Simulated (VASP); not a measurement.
Crystal: SnSe2.

```
Sn Se
1.0
     3.81100    0.00000    0.00000
    -1.90550    3.30042    0.00000
     0.00000    0.00000    6.13600
Sn Se
1 2
Cartesian
  0.0000 0.0000 0.0000
  1.9055 1.1001 4.6081
  0.0000 2.2003 1.5279
```

* Program: VASP 6.6.1
* Task: relaxation of cell and atoms
* Functional: RPBE
* Dispersion: D4
* Potentials or basis: VASP PAW PBE potentials, release 64 (Sn_d, Se)
* Cutoff: 600 eV
* k mesh: 8 × 8 × 5
* Occupations: fermi-dirac, width 0.05 eV
* Spin: no spin polarisation

At the start: pressure 2.3 GPa; volume 25.73 Å³/atom.

Q: Where does the relaxation end?

A: Over 16 steps the energy falls by 27.1 meV/atom and the volume is 24.73 Å³/atom (-3.9 %); space group P-3m1 (No. 164, to 0.1 Å) before and after.

Step by step:
```tsv
step	energy change (eV)	largest force (eV/Å)	pressure (GPa)	volume (Å³)
1	0.0000	0.8410	2.34	77.18
2	-0.0241	0.1378	-2.59	81.45
3	-0.0410	0.2212	-0.84	79.73
4	-0.0513	0.1576	-0.53	78.71
5	-0.0556	0.0841	-0.14	77.59
6	-0.0612	0.1173	0.08	76.92
7	-0.0716	0.2140	0.88	74.90
8	-0.0724	0.2567	1.33	73.91
9	-0.0743	0.2299	1.21	73.88
10	-0.0784	0.1524	0.83	73.76
11	-0.0799	0.0065	0.17	73.51
12	-0.0804	0.0470	0.35	73.59
13	-0.0807	0.0369	0.27	73.72
14	-0.0812	0.0057	0.01	74.14
15	-0.0812	0.0005	-0.06	74.21
16	-0.0812	0.0024	-0.02	74.18
```

Final structure:
```cif
data_structure
_symmetry_space_group_name_H-M 'P 1'
_symmetry_Int_Tables_number 1
_cell_length_a 3.8206
_cell_length_b 3.8206
_cell_length_c 5.8680
_cell_angle_alpha 90.000
_cell_angle_beta 90.000
_cell_angle_gamma 120.000
_cell_volume 74.18
loop_
_atom_site_label
_atom_site_type_symbol
_atom_site_fract_x
_atom_site_fract_y
_atom_site_fract_z
_atom_site_occupancy
Sn1 Sn 0.00000 0.00000 0.00000 1
Se1 Se 0.66667 0.33333 0.72786 1
Se2 Se 0.33333 0.66667 0.27214 1
```

Caveat: the PAW data sets were made with another functional, which shifts forces and pressure a little.
